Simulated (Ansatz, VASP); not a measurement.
# One calculation of B, two programs

The input INCAR:

```
PREC = Accurate ; ENCUT = 520
EDIFF = 1E-6 ; ISMEAR = 0
SIGMA = 0.1 ; LREAL = False
LASPH = True ; NELM = 80
ALGO = Normal ; ISIF = 2
LWAVE = False ; LCHARG = False
GGA = PE ; NBANDS = 8
```

Contents of KPOINTS:

```
regular mesh
0
Gamma
  27 27 12
```

The input POSCAR:

```
B
1.0
    1.7539321915      0.0000000000      0.0000000000
   -0.8769660957      1.5189498343      0.0000000000
    0.0000000000      0.0000000000      3.7999257340
B
1
Direct
    0.0000000000      0.0000000000      0.0000000000
```

Input for Ansatz:

```yaml
crystal:
  lattice:
    - [1.7539321915, 0.0, 0.0]
    - [-0.8769660957, 1.5189498343, 0.0]
    - [0.0, 0.0, 3.799925734]
  atoms:
    - { symbol: B, position: [0.0, 0.0, 0.0] }
basis:
  ecutwfc: 420
kpoints:
  mp_grid: { grid: [27, 27, 12] }
hamiltonian:
  xc: pbe
scf:
  occupations: { method: gaussian, width: 0.1 }
output:
  forces: true
  stress: true
  eigenvalues: true
  populations: true
```

Alike in both runs: task single point; functional PBE; k mesh 27 × 27 × 12; occupations gaussian, width 0.1 eV; no spin polarisation.

|  | VASP | Ansatz |
| --- | --- | --- |
| version | VASP 6.6.1 | Ansatz 0.2.0 |
| potentials or method | VASP PAW PBE potentials, release 64 (B), cutoff 520 eV | scalar-relativistic, plane waves, PAW |
| valence electrons in the cell | 3 | 3 |

Ansatz gave:

* gap on the k mesh at the Fermi level (eV): none
* pressure (GPa): -11.4
* traceless stress, the component that is largest in VASP (GPa): 11.92

Problem. Which values does VASP return?

Solution. gap on the k mesh at the Fermi level (eV): none; pressure (GPa): -11.5; traceless stress, the component that is largest in VASP (GPa): 11.92.

A gap of «none» marks a metal or a gap that the smearing closes. The functional is the same, so the differences come from potentials, cutoffs and numerics.
